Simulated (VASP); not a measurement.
# MgTiB4 (P-6m2) in VASP: single point with PBE

Aim: the single point of MgTiB4 with PBE.

Program: VASP 6.6.1. These are calculated values, not measurements. Logs are shortened: lines on timing, memory, paths and dates and some standing lists are left out, and cuts for length are marked.

## Step 1: The cell of the first run

It takes space group P-6m2 (No. 187, hexagonal). The conventional cell has a = 2.729 Å, b = 2.729 Å, c = 10.860 Å, α = 90.00°, β = 90.00°, γ = 120.00°. Mg (site symmetry -6m2) has 8 B at 2.57 to 3.53 Å and 6 Mg at 2.73 Å within 3.6 Å. Ti (site symmetry -6m2) has 8 B at 2.46 to 3.40 Å and 6 Ti at 2.73 Å within 3.4 Å. Within 2.9 Å of B (site symmetry 3m) lie 9 B at 2.18 to 2.73 Å and 3 Mg at 2.57 Å. Within 2.9 Å of B (site symmetry 3m) lie 9 B at 2.18 to 2.73 Å and 3 Ti at 2.46 Å.

The cell was built from a structure type or drawn by symmetry, and may not be a known phase.

## Step 2: Single point, PBE

INCAR

```
SYSTEM = MgTiB4
PREC = Accurate
ENCUT = 520
EDIFF = 1E-7
ISMEAR = 0
SIGMA = 0.1
LREAL = .False.
LASPH = .True.
NELM = 100
ALGO = Normal
ISIF = 2
LWAVE = .False.
LCHARG = .True.
GGA = PE
LELF = .True.
LVHAR = .True.
NBANDS = 22
```

KPOINTS

```
regular mesh
0
Gamma
  6 6 2
  0 0 0
```

POSCAR

```
MgTiB4
1.0
    2.7287878700      0.0000000000      0.0000000000
   -1.3643939300      2.3631996100      0.0000000000
    0.0000000000      0.0000000000     10.8596637200
Mg Ti B
1 1 4
Direct
    0.3333333300      0.6666666700      0.0000000000
    0.0000000000      0.0000000000      0.5000000000
    0.0000000000      0.0000000000      0.8127750900
    0.0000000000      0.0000000000      0.1872249100
    0.3333333300      0.6666666700      0.3254274700
    0.3333333300      0.6666666700      0.6745725300
```

Potentials or basis: VASP PAW PBE potentials, release 64 (Mg, Ti_sv, B).

The run is started by

```
$ cat potpaw_PBE.64/Mg/POTCAR potpaw_PBE.64/Ti_sv/POTCAR potpaw_PBE.64/B/POTCAR > POTCAR
$ mpirun -np 1 vasp_std > vasp.out
```

OUTCAR:

```text
SYSTEM = MgTiB4
   PREC = Accurate
   ENCUT = 520
   EDIFF = 1E-7
   ISMEAR = 0
   LREAL = .False.
   LASPH = .True.
   NELM = 100
   ISIF = 2
   GGA = PE

 ion  position               nearest neighbor table
   1  0.333  0.667  0.000-   3 2.57   4 2.57   3 2.57   4 2.57   3 2.57   4 2.57
   2  0.000  0.000  0.500-   5 2.46   6 2.46   5 2.46   6 2.46   5 2.46   6 2.46
   3  0.000  0.000  0.813-   1 2.57   1 2.57   1 2.57
   4  0.000  0.000  0.187-   1 2.57   1 2.57   1 2.57
   5  0.333  0.667  0.325-   2 2.46   2 2.46   2 2.46
   6  0.333  0.667  0.675-   2 2.46   2 2.46   2 2.46

  LATTYP: Found a hexagonal cell.
 ALAT       =     2.7287878700
 C/A-ratio  =     3.9796657847

  Lattice vectors:

 A1 = (   2.7287878700,   0.0000000000,   0.0000000000)
 A2 = (  -1.3643939300,   2.3631996100,   0.0000000000)
 A3 = (   0.0000000000,   0.0000000000,  10.8596637200)

Analysis of symmetry for initial positions (statically):
=====================================================================
 Subroutine PRICEL returns:
 Original cell was already a primitive cell.

 Routine SETGRP: Setting up the symmetry group for a
 hexagonal supercell.

 Subroutine GETGRP returns: Found 12 space group operations
 (whereof 12 operations were pure point group operations)
 out of a pool of 24 trial point group operations.

The static configuration has the point symmetry D_3h.

Analysis of symmetry for dynamics (positions and initial velocities):
=====================================================================
 Subroutine PRICEL returns:
 Original cell was already a primitive cell.

 Routine SETGRP: Setting up the symmetry group for a
 hexagonal supercell.

 Subroutine GETGRP returns: Found 12 space group operations
 (whereof 12 operations were pure point group operations)
 out of a pool of 24 trial point group operations.

The dynamic configuration has the point symmetry D_3h.

 Subroutine INISYM returns: Found 12 space group operations
 (whereof 12 operations are pure point group operations),
 and found     1 'primitive' translations

----------------------------------------------------------------------------------------

                                     Primitive cell

  volume of cell :      70.0304

  direct lattice vectors                    reciprocal lattice vectors
     2.728787870  0.000000000  0.000000000     0.366463077  0.211577556  0.000000000
    -1.364393930  2.363199610  0.000000000     0.000000000  0.423155114  0.000000000
     0.000000000  0.000000000 10.859663720     0.000000000  0.000000000  0.092083883

  length of vectors
     2.728787870  2.728787861 10.859663720     0.423155113  0.423155114  0.092083883

  position of ions in fractional coordinates (direct lattice)
     0.333333330  0.666666670  0.000000000
     0.000000000  0.000000000  0.500000000
     0.000000000  0.000000000  0.812775090
     0.000000000  0.000000000  0.187224910
     0.333333330  0.666666670  0.325427470
     0.333333330  0.666666670  0.674572530

  ion indices of the primitive-cell ions
   primitive index   ion index
                 1           1
                 2           2
                 3           3
                 4           4
                 5           5
                 6           6

----------------------------------------------------------------------------------------

 KPOINTS: regular mesh

Automatic generation of k-mesh.
 Grid dimensions read from file:
 generate k-points for:    6    6    2

 Generating k-lattice:

  Cartesian coordinates                     Fractional coordinates (reciprocal lattice)
     0.061077180  0.035262926  0.000000000     0.166666667 -0.000000000  0.000000000
     0.000000000  0.070525852  0.000000000     0.000000000  0.166666667  0.000000000
     0.000000000  0.000000000  0.046041941     0.000000000  0.000000000  0.500000000

  Length of vectors
     0.070525852  0.070525852  0.046041941

  Shift w.r.t. Gamma in fractional coordinates (k-lattice)
     0.000000000  0.000000000  0.000000000

 Subroutine IBZKPT returns following result:
 ===========================================

 Found     14 irreducible k-points:

 Following reciprocal coordinates:
            Coordinates               Weight
  0.000000  0.000000  0.000000      1.000000
  0.166667  0.000000  0.000000      6.000000
  0.333333  0.000000  0.000000      6.000000
  0.500000  0.000000  0.000000      3.000000
  0.166667  0.166667  0.000000      6.000000
  0.333333  0.166667  0.000000     12.000000
  0.333333  0.333333  0.000000      2.000000
  0.000000  0.000000  0.500000      1.000000
  0.166667  0.000000  0.500000      6.000000
  0.333333  0.000000  0.500000      6.000000
  0.500000  0.000000  0.500000      3.000000
  0.166667  0.166667  0.500000      6.000000
  0.333333  0.166667  0.500000     12.000000
  0.333333  0.333333  0.500000      2.000000
   k-points           NKPTS =     14   k-points in BZ     NKDIM =     14   number of bands    NBANDS=     22
   number of dos      NEDOS =    301   number of ions     NIONS =      6
   total plane-waves  NPLWV =  33600
   dimension x,y,z NGX =    20 NGY =   20 NGZ =   84
   dimension x,y,z NGXF=    40 NGYF=   40 NGZF=  168
   ions per type =               1   1   4
   NGX,Y,Z   is equivalent  to a cutoff of  12.18, 12.18, 12.86 a.u.
   NGXF,Y,Z  is equivalent  to a cutoff of  24.37, 24.37, 25.72 a.u.
 SYSTEM =  MgTiB4
   PREC   = accura    normal or accurate (medium, high low for compatibility)
   ISTART =      0    job   : 0-new  1-cont  2-samecut
   ICHARG =      2    charge: 1-file 2-atom 10-const
   ISPIN  =      1    spin polarized calculation?
   LNONCOLLINEAR =      F non collinear calculations
   LSORBIT =      F    spin-orbit coupling
   LASPH  =      T    aspherical Exc in radial PAW
   ENCUT  =  520.0 eV  38.22 Ry    6.18 a.u.   5.07  5.07 20.19*2*pi/ulx,y,z
   NELM   =    100;   NELMIN=  2; NELMDL= -5     # of ELM steps
   EDIFF  = 0.1E-06   stopping-criterion for ELM
   LREAL  =      F    real-space projection
   EDIFFG = 0.1E-05   stopping-criterion for IOM
   NSW    =      0    number of steps for IOM
   IBRION =     -1    ionic relax: 0-MD 1-quasi-New 2-CG
   NFREE  =      0    steps in history (QN), initial steepest desc. (CG)
   ISIF   =      2    stress and relaxation
   ISYM   =      2    0-nonsym 1-usesym 2-fastsym
   POTIM  = 0.5000    time-step for ionic-motion
   TEBEG  =    0.0;   TEEND  =   0.0 temperature during run
   PSTRESS=    0.0 pullay stress
   NELECT =      26.0000    total number of electrons
   NUPDOWN=      -1.0000    fix difference up-down
   EMIN   =  10.00;   EMAX   =-10.00  energy-range for DOS
   EFERMI =   0.00;   METHOD = LEGACY
   ISMEAR =     0;   SIGMA  =   0.10  broadening in eV -4-tet -1-fermi 0-gaus
   EFERMI_NEDOS =   21; number of points for ismear=-14 and -15
   IALGO  =     38    algorithm
   IMIX   =      4    mixing-type and parameters
     AMIX     =   0.40;   BMIX     =  1.00
     AMIX_MAG =   1.60;   BMIX_MAG =  1.00
  volume/ion in A,a.u.               =      11.67        78.76
  Fermi-wavevector in a.u.,A,eV,Ry     =   1.176622  2.223494 18.836452  1.384440
  Thomas-Fermi vector in A             =   2.312983
   LORBIT       =      0    0 simple, 1 ext, 2 COOP (PROOUT), +10 PAW based schemes
   GGA     = PE    functional components
   LHFCALC =     F    Hartree Fock is set to
   AEXX    =    0.0000 exact exchange contribution
   IVDW    =     0    specifies the selected vdW correction
   LEPSILON=     F    determine dielectric tensor
   LRPA    =     F    only Hartree local field effects (RPA)
 non-spin polarized calculation
 Gauss-broadening in eV      SIGMA  =   0.10
  energy-cutoff  :      520.00
  volume of cell :       70.03
 maximum number of plane-waves:      1902
   NGX = 11   NGY = 11   NGZ = 41

 number of electron      25.9999997 magnetization

 Free energy of the ion-electron system (eV)
  ---------------------------------------------------
  ext. energy  EPLUGINS =         0.00000000
  ---------------------------------------------------
  free energy    TOTEN  =       -30.03407414 eV

  energy without entropy =      -30.01886271  energy(sigma->0) =      -30.02646843

 E-fermi :   5.5298     XC(G=0): -10.8980

 val. band max:        5.4496393199   @ k =   0.1667   0.1667   0.5000
 cond. band min:       5.5552229234   @ k =   0.3333   0.1667   0.0000
 fundamental gap:      0.1055836035
 Fermi energy:         5.5297741355

 k-point     1 :       0.0000    0.0000    0.0000
  band No.  band energies     occupation
      1     -50.9929      2.00000
      2     -27.2961      2.00000
      3     -26.7303      2.00000
      4     -26.7303      2.00000
      5      -6.1968      2.00000
      6      -5.8474      2.00000
[... 14 lines left out ...]
     21      13.2313      0.00000
     22      13.2314      0.00000

 k-point     2 :       0.1667    0.0000    0.0000
  band No.  band energies     occupation
      1     -50.9513      2.00000
      2     -27.2555      2.00000
      3     -26.9637      2.00000
      4     -26.7819      2.00000
      5      -5.5585      2.00000
      6      -5.2411      2.00000
[... 14 lines left out ...]
     21      11.8104      0.00000
     22      12.1844      0.00000

 k-point     3 :       0.3333    0.0000    0.0000
  band No.  band energies     occupation
      1     -50.8670      2.00000
      2     -27.4149      2.00000
      3     -27.1736      2.00000
      4     -26.8839      2.00000
      5      -3.6790      2.00000
      6      -3.4407      2.00000
[... 14 lines left out ...]
     21       9.6942      0.00000
     22       9.8326      0.00000
[... 226 lines left out ...]
 k-point    13 :       0.3333    0.1667    0.5000
  band No.  band energies     occupation
      1     -50.8244      2.00000
      2     -27.5189      2.00000
      3     -27.1325      2.00000
      4     -27.0574      2.00000
      5      -1.8009      2.00000
      6      -1.7501      2.00000
[... 14 lines left out ...]
     21       9.9780      0.00000
     22      10.3857      0.00000

 k-point    14 :       0.3333    0.3333    0.5000
  band No.  band energies     occupation
      1     -50.8030      2.00000
      2     -27.3654      2.00000
      3     -27.3538      2.00000
      4     -27.1120      2.00000
      5       0.6381      2.00000
      6       0.7684      2.00000
[... 14 lines left out ...]
     21       8.5280      0.00000
     22      10.0011      0.00000

------------------------ aborting loop because EDIFF is reached ----------------------------------------

  FORCE on cell =-STRESS in cart. coord.  units (eV):
  Direction    XX          YY          ZZ          XY          YZ          ZX
  --------------------------------------------------------------------------------------
  -------------------------------------------------------------------------------------
  Total       -2.8118641     -2.8118641    -15.7670542     -0.0000000      0.0000000      0.0000000
  in kB      -64.3307115    -64.3307111   -360.7236216     -0.0000001      0.0000000      0.0000000
  external PRESSURE =    -163.1283481 kB  Pullay stress =       0.0000000 kB

 VOLUME and BASIS-vectors are now :
 -----------------------------------------------------------------------------
  energy-cutoff  :      520.00
  volume of cell :       70.03
      direct lattice vectors                 reciprocal lattice vectors
     2.728787870  0.000000000  0.000000000     0.366463077  0.211577556  0.000000000
    -1.364393930  2.363199610  0.000000000     0.000000000  0.423155114  0.000000000
     0.000000000  0.000000000 10.859663720     0.000000000  0.000000000  0.092083883

 POSITION                                       TOTAL-FORCE (eV/Angst)
 -----------------------------------------------------------------------------------
     -0.00000      1.57547      0.00000         0.000000      0.000000      0.000000
      0.00000      0.00000      5.42983         0.000000      0.000000      0.000000
      0.00000      0.00000      8.82646         0.000000     -0.000000     -2.066229
      0.00000      0.00000      2.03320         0.000000     -0.000000      2.066229
     -0.00000      1.57547      3.53403        -0.000000      0.000000     -1.827697
     -0.00000      1.57547      7.32563        -0.000000      0.000000      1.827697
 -----------------------------------------------------------------------------------
    total drift:                                0.000002     -0.000001      0.000000

  FREE ENERGIE OF THE ION-ELECTRON SYSTEM (eV)
  ---------------------------------------------------
  free  energy   TOTEN  =       -30.0340741444 eV

  energy  without entropy=      -30.0188627111  energy(sigma->0) =      -30.02646843
```

Wall time 50 s (1 thread of Intel Xeon 8259CL, shared host); peak memory 0.18 GiB.

Results:

```yaml
Free_energy: -30.0341 eV
Pressure: -16.3 GPa
Largest_force: 2.066 eV/Å
Band_gap_on_the_k_mesh: zero (bands 13 and 14 overlap by 2.77 eV)
```

Forces in eV/Å, atoms in the order of the input:
```
Mg   0.000  0.000  0.000
Ti   0.000  0.000  0.000
B    0.000  0.000 -2.066
B    0.000  0.000  2.066
B    0.000  0.000 -1.828
B    0.000  0.000  1.828
```

Caveat: the k points lie up to 0.44 Å⁻¹ apart, too coarse for converged energies and pressures of a metal; forces of over 1 eV/Å act on the atoms, so gaps and moduli don't describe the material at rest.
